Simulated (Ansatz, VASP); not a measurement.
La in VASP and in Ansatz

Contents of INCAR:

```
SYSTEM = La
PREC = Accurate ; ENCUT = 520
EDIFF = 1E-7 ; ISMEAR = -1
SIGMA = 0.05 ; LREAL = .False.
LASPH = .True. ; NELM = 80
ALGO = Normal ; ISIF = 2
LWAVE = .False. ; LCHARG = .False.
GGA = PE ; NBANDS = 18
```

KPOINTS

```
Automatic mesh
0
Gamma
  9 9 9
  0 0 0
```

Contents of POSCAR:

```
La
1.0
    0.0000000000      3.3385290602      3.3385290602
    3.3385290602      0.0000000000      3.3385290602
    3.3385290602      3.3385290602      0.0000000000
La
2
Direct
   -0.1250000000     -0.1250000000     -0.1250000000
    0.1250000000      0.1250000000      0.1250000000
```

Input for Ansatz:

```yaml
crystal:
  lattice:
    - [0.0, 3.3385290602, 3.3385290602]
    - [3.3385290602, 0.0, 3.3385290602]
    - [3.3385290602, 3.3385290602, 0.0]
  atoms:
    - { symbol: La, position: [-0.125, -0.125, -0.125] }
    - { symbol: La, position: [0.125, 0.125, 0.125] }
kpoints:
  mp_grid: { grid: [9, 9, 9] }
scf:
  occupations: { method: fermi_dirac, width: 0.05 }
hamiltonian:
  xc: pbe
  pseudopotentials: { kind: paw, level: accurate }
output:
  forces: true
  stress: true
  eigenvalues: true
```

Alike in both runs: task single point; functional PBE; k mesh 9 × 9 × 9; occupations fermi-dirac, width 0.05 eV; no spin polarisation.

|  | VASP | Ansatz |
| --- | --- | --- |
| version | VASP 6.6.1 | Ansatz 0.2.0 |
| potentials or method | VASP PAW PBE potentials, release 64 (La) | PAW with other files of Ansatz's library (level accurate), scalar-relativistic |
| plane-wave cutoff (eV) | 520 | 640 |
| valence electrons in the cell | 22 | 22 |

|  | VASP | Ansatz | Ansatz less VASP |
| --- | --- | --- | --- |
| pressure (GPa) | 0.0 | 0.1 | +0.11 |

Spin-orbit coupling is off throughout.
